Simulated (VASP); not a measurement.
Set up this calculation in VASP 6.6.1, as the native input.

* Task: single point
* Functional: r2SCAN
* Potentials or basis: VASP PAW PBE potentials, release 64 (Sn_d)
* Cutoff: 520 eV
* k mesh: 14 × 14 × 14
* Occupations: fermi-dirac, width 0.1 eV
* Spin: no spin polarisation
* Dipole correction: no
* Further INCAR settings: ALGO = Normal; EDIFF = 1e-06; NBANDS = 21

Crystal: Sn.

```xyz
2
Lattice="0.0000 3.1532 3.1532 3.1532 0.0000 3.1532 3.1532 3.1532 0.0000" Properties=species:S:1:pos:R:3 pbc="T T T"
Sn    3.1532    3.1532    3.1532
Sn    4.7298    4.7298    4.7298
```

This isn't the form of Sn at room conditions, which is tetragonal (white tin).

These files were run (other wordings do the same):

POSCAR

```
Sn
1.0
    0.0000000000      3.1532134252      3.1532134252
    3.1532134252      0.0000000000      3.1532134252
    3.1532134252      3.1532134252      0.0000000000
Sn
2
Direct
    0.5000000000      0.5000000000      0.5000000000
    0.7500000000      0.7500000000      0.7500000000
```

INCAR.step1

```
SYSTEM = Sn
PREC = Accurate
ENCUT = 520
ISMEAR = -1
SIGMA = 0.1
LREAL = .FALSE.
LASPH = .TRUE.
NELM = 60
NBANDS = 21
GGA = PE
ALGO = Normal
EDIFF = 1E-4
LWAVE = .TRUE.
LCHARG = .FALSE.
```

INCAR.step2

```
SYSTEM = Sn
PREC = Accurate
ENCUT = 520
EDIFF = 1E-6
ISMEAR = -1
SIGMA = 0.1
LREAL = .FALSE.
LASPH = .TRUE.
NELM = 60
ALGO = Normal
ISIF = 2
LWAVE = .FALSE.
LCHARG = .FALSE.
METAGGA = R2SCAN
LMIXTAU = .TRUE.
NBANDS = 21
ISTART = 1
```

KPOINTS

```
Automatic mesh
0
G
  14 14 14
  0 0 0
```

Potentials or basis: VASP PAW PBE potentials, release 64 (Sn_d).

Run with:

```console
$ cat potpaw_PBE.64/Sn_d/POTCAR > POTCAR
$ cp INCAR.step1 INCAR
$ mpirun -np 1 vasp_std > vasp.out
$ cp INCAR.step2 INCAR
$ mpirun -np 1 vasp_std > vasp.out
```

It gave:

```json
{"Pressure": "7.0 GPa"}
```

Caveat: the cell stands under pressure; the PAW data sets were made with another functional, which shifts forces and pressure a little.

Wall time 6.3 min on 1 thread of Intel(R) Xeon(R) Platinum 8259CL CPU @ 2.50GHz (Skylake/Cascade Lake) (shared host), peak memory 0.28 GiB.
